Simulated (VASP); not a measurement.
Write the native input for VASP 6.6.1 that does the following.

```yaml
Task: single point
Functional: PBE
Potentials_or_basis: VASP PAW PBE potentials, release 64 (Si, P)
Cutoff: 500 eV
k_mesh: 4 × 4 × 4
Occupations: gaussian, width 0.2 eV
Spin: no spin polarisation
Dipole_correction: no
Further_INCAR_settings: ALGO = Normal; EDIFF = 1e-06; NBANDS = 20
```

The structure of Si2P3 lies in POSCAR:

```
Si2P3
1.0
    2.5906105249      1.4956896852      3.8523791915
   -2.5906105249      1.4956896852      3.8523791915
    0.0000000000     -2.9913793666      3.8523791930
Si P
2 3
Direct
    0.0000000000      0.0000000000      0.0000000000
    0.5000000000      0.5000000000      0.5000000000
    0.0000000000      0.0000000000      0.5000000000
    0.5000000000      0.0000000000      0.0000000000
    0.0000000000      0.5000000000      0.0000000000
```

The cell was built from a structure type or drawn by symmetry, and may not be a known phase.

These files were run (other wordings do the same):

INCAR

```
PREC = Accurate ; ENCUT = 500
EDIFF = 1E-6 ; ISMEAR = 0
SIGMA = 0.2 ; LREAL = F
LASPH = T ; NELM = 120
ALGO = Normal ; ISIF = 2
LWAVE = F ; LCHARG = F
GGA = PE ; NBANDS = 20
GGA_COMPAT = F
```

KPOINTS

```
Automatic mesh
0
Gamma
  4 4 4
```

Potentials or basis: VASP PAW PBE potentials, release 64 (Si, P).

Launch:

```sh
$ cat potpaw_PBE.64/Si/POTCAR potpaw_PBE.64/P/POTCAR > POTCAR
$ mpirun -np 1 vasp_std > vasp.out
```

It gave:

```yaml
Pressure: 0.0 GPa
Band_gap_on_the_k_mesh: zero (an odd number of electrons rules out a gap without spin polarisation)
```

Caveat: the k points lie up to 0.38 Å⁻¹ apart, too coarse for converged energies and pressures of a metal.

Wall time 24 s on 1 thread of AMD EPYC 7R43 64-Core Processor (Zen 3) (shared host), peak memory 0.16 GiB.
